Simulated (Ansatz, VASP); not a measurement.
Two plane-wave programs on GaP

Contents of INCAR:

```
SYSTEM = GaP
PREC     = Accurate       ! precision mode
ENCUT    = 520            ! plane-wave cutoff, eV
EDIFF    = 1E-7           ! SCF threshold, eV
ISMEAR   = 0              ! smearing method
SIGMA    = 0.05           ! smearing width, eV
LREAL    = .FALSE.        ! projectors in reciprocal space
LASPH    = .TRUE.         ! aspherical terms in the spheres
NELM     = 80             ! most SCF steps
ALGO     = Normal         ! electronic algorithm
ISIF     = 2              ! what is computed and relaxed
LWAVE    = .FALSE.        ! write WAVECAR
LCHARG   = .TRUE.         ! write CHGCAR
LELF     = .TRUE.         ! ELF
LVHAR    = .TRUE.       
NBANDS   = 26             ! bands
```

Contents of KPOINTS:

```
Automatic mesh
0
G
  12 12 12
  0 0 0
```

POSCAR

```
GaP
1.0
    1.8652945685      1.0769283212      6.4308101003
   -1.8652945685      1.0769283212      6.4308101003
    0.0000000000     -2.1538566424      6.4308101003
Ga P
2 2
Direct
    0.4353720000      0.4353720000      0.4353720000
    0.5646280000      0.5646280000      0.5646280000
    0.0573890000      0.0573890000      0.0573890000
    0.9426110000      0.9426110000      0.9426110000
```

Input for Ansatz:

```yaml
crystal:
  lattice:
    - [1.8652945685, 1.0769283212, 6.4308101003]
    - [-1.8652945685, 1.0769283212, 6.4308101003]
    - [0.0, -2.1538566424, 6.4308101003]
  atoms:
    - { symbol: Ga, position: [0.435372, 0.435372, 0.435372] }
    - { symbol: Ga, position: [0.564628, 0.564628, 0.564628] }
    - { symbol: P, position: [0.057389, 0.057389, 0.057389] }
    - { symbol: P, position: [0.942611, 0.942611, 0.942611] }
basis:
  ecutwfc: 420
kpoints:
  mp_grid: { grid: [12, 12, 12] }
hamiltonian:
  xc: lda
scf:
  occupations: { method: gaussian, width: 0.05 }
output:
  forces: true
  stress: true
  eigenvalues: true
  write_density: true
  write_potential: true
  elf: true
  volumetric_format: npy
```

Change from the starting cell: strain -0.040 along x and y, +0.000 along z, atoms carried along.

Alike in both runs: task single point; functional LDA; k mesh 12 × 12 × 12; occupations gaussian, width 0.05 eV; no spin polarisation.

```csv
,VASP,Ansatz
version,VASP 6.6.1,Ansatz 0.2.0
potentials or method,"VASP PAW LDA potentials, release 64 (Ga_d, P), cutoff 520 eV","scalar-relativistic, plane waves, PAW"
valence electrons in the cell,36,36
```

VASP gave:

- gap on the k mesh at the Fermi level (eV): 0.50
- least direct gap on the mesh (eV): 1.24
- pressure (GPa): 1.3
- traceless stress, the component that is largest in VASP (GPa): -5.01
- rms of the force components (eV/Å): 0.199

Q: What did Ansatz give for the same quantities?

A: gap on the k mesh at the Fermi level (eV): 0.49; least direct gap on the mesh (eV): 1.24; pressure (GPa): 1.2; traceless stress, the component that is largest in VASP (GPa): -4.95; rms of the force components (eV/Å): 0.191.

LDA's correlation is that of Perdew and Zunger in VASP and of Perdew and Wang (1992) in Ansatz. Atom by atom the forces differ by 0.016 eV/Å (rms over components).
